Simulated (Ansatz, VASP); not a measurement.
**Ti3Al in VASP and in Ansatz**

INCAR

```
PREC     = Accurate       # precision mode
ENCUT    = 520            # plane-wave cutoff, eV
EDIFF    = 1E-6           # SCF threshold, eV
ISMEAR   = 0              # smearing method
SIGMA    = 0.15           # smearing width, eV
LREAL    = False          # projectors in reciprocal space
LASPH    = True           # aspherical terms in the spheres
NELM     = 100            # most SCF steps
ALGO     = Fast           # electronic algorithm
ISIF     = 2              # what is computed and relaxed
LWAVE    = False          # write WAVECAR
LCHARG   = False          # write CHGCAR
GGA      = PS             # functional
NBANDS   = 28             # bands
```

Contents of KPOINTS:

```
Automatic mesh
0
Gamma
  15 15 6
```

File POSCAR:

```
Ti3Al
1.0
    2.8954756449      0.0000000000      0.0000000000
   -1.4477378224      2.5075554645      0.0000000000
    0.0000000000      0.0000000000      9.1383350122
Ti Al
3 1
Direct
    0.6666666667      0.3333333333      0.0000000000
    0.3333333333      0.6666666667      0.7402302947
    0.3333333333      0.6666666667      0.2597697053
    0.6666666667      0.3333333333      0.5000000000
```

Input for Ansatz:

```yaml
crystal:
  lattice:
    - [2.8954756449, 0.0, 0.0]
    - [-1.4477378224, 2.5075554645, 0.0]
    - [0.0, 0.0, 9.1383350122]
  atoms:
    - { symbol: Ti, position: [0.6666666667, 0.3333333333, 0.0] }
    - { symbol: Ti, position: [0.3333333333, 0.6666666667, 0.7402302947] }
    - { symbol: Ti, position: [0.3333333333, 0.6666666667, 0.2597697053] }
    - { symbol: Al, position: [0.6666666667, 0.3333333333, 0.5] }
basis:
  ecutwfc: 520.0
kpoints:
  mp_grid: { grid: [15, 15, 6] }
hamiltonian:
  xc: pbesol
  pseudopotentials: { kind: paw, azcp: { folder: soft_1 } }
scf:
  occupations: { method: gaussian, width: 0.15 }
output:
  forces: true
  stress: true
  eigenvalues: true
```

Alike in both runs: task single point; functional PBEsol; k mesh 15 × 15 × 6; occupations gaussian, width 0.15 eV; no spin polarisation.

|  | VASP | Ansatz |
| --- | --- | --- |
| version | VASP 6.6.1 | Ansatz 0.2.0 |
| potentials or method | VASP PAW PBE potentials, release 64 (Ti_sv, Al), cutoff 520 eV | scalar-relativistic, plane waves, PAW |
| valence electrons in the cell | 39 | 39 |

|  | VASP | Ansatz | Ansatz less VASP |
| --- | --- | --- | --- |
| gap on the k mesh at the Fermi level (eV) | none | none | - |
| pressure (GPa) | 0.1 | 0.2 | +0.08 |
| traceless stress, the component that is largest in VASP (GPa) | 1.51 | 1.46 | -0.058 |
| rms of the force components (eV/Å) | 0.333 | 0.328 | -0.0053 |

VASP's potentials were made for PBE, not for PBEsol, and Ansatz warns of the same on its side. Atom by atom the forces differ by 0.005 eV/Å (rms over components). A gap of «none» marks a metal or a gap that the smearing closes. With one functional, cell and mesh, what is left measures potentials, basis and numerics.
